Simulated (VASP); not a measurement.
A run of VASP 6.6.1 is set up as follows.

Contents of INCAR:

```
PREC     = Accurate       # precision mode
ENCUT    = 520            # plane-wave cutoff, eV
EDIFF    = 1E-6           # SCF threshold, eV
ISMEAR   = 0              # smearing method
SIGMA    = 0.1            # smearing width, eV
LREAL    = F              # projectors in reciprocal space
LASPH    = T              # aspherical terms in the spheres
NELM     = 80             # most SCF steps
ALGO     = Normal         # electronic algorithm
ISIF     = 2              # what is computed and relaxed
LWAVE    = F              # write WAVECAR
LCHARG   = F              # write CHGCAR
LDIPOL   = T            
IDIPOL   = 3            
DIPOL    = 0.5 0.5 0.366
GGA      = PE             # functional
NBANDS   = 32             # bands
```

KPOINTS

```
regular mesh
0
Gamma
  9 9 1
```

The input POSCAR:

```
Hf4F
1.0
    3.2048170381      0.0000000000      0.0000000000
   -1.6024085190      2.7754529695      0.0000000000
    0.0000000000      0.0000000000     24.5281466259
Hf F
4 1
Direct
    0.6666666667      0.3333333333      0.1630779553
    0.3333333333      0.6666666667      0.2663815885
    0.6666666667      0.3333333333      0.3732987945
    0.3333333333      0.6666666667      0.4699966451
    1.2222222222     -0.2222222222      0.5552048768
```

Potentials or basis: VASP PAW PBE potentials, release 64 (Hf_pv, F).

Command:

```console
$ cat potpaw_PBE.64/Hf_pv/POTCAR potpaw_PBE.64/F/POTCAR > POTCAR
$ mpirun -np 1 vasp_std > vasp.out
```

Problem. What does it give for the band gap on the k mesh?

Solution. Zero (an odd number of electrons rules out a gap without spin polarisation).

Problem. What does it give for the largest force?

Solution. 4.435 eV/Å.

Forces on the atoms (eV/Å):
```
Hf   0.000  0.000  0.727
Hf   0.007 -0.004 -0.713
Hf  -0.008  0.005 -0.568
Hf  -0.383  0.221  4.413
F    0.384 -0.222 -3.859
```

Caveat: spin-orbit coupling is left out, which moves the levels of the heavy elements; an odd number of electrons without spin polarisation forces a metal; a magnetic or distorted state may lie lower.
